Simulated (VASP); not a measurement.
Runs of VASP 6.6.1 on Ge. The structure is that of space group Fd-3m (No. 227), or close to it. The cells are those of the table. 

```tsv
cell	gap on the mesh (eV)	pressure (GPa)
a = 3.459 Å, angles 60.0°, 2 atoms	none	(b)
a = 3.076 Å, angles 60.0°, 2 atoms	none	(a)
a = 4.013 Å, angles 60.0°, 2 atoms	none	(c)
a = 3.726 Å, angles 60.0°, 2 atoms	0.13	25.6
a = 3.846 Å, angles 60.0°, 2 atoms	0.31	11.6
a = 3.288 Å, angles 60.0°, 2 atoms	none	157.1
```

Alike in all rows: task single point; level PBEsol; potentials or basis VASP PAW PBE potentials, release 64 (Ge_d); no spin polarisation; k mesh 13 × 13 × 13; cutoff (eV) 520; smearing fermi-dirac 0.05 eV.

Estimate the missing entries.

(a) 331.3; (b) 83.7; (c) -0.4.

Caveats: the PAW data sets were made with another functional, which shifts forces and pressure a little.

A k mesh can miss the band edges, and the runs leave out spin-orbit coupling on Ge.

A gap of «none» marks levels without a gap at the run's occupations.
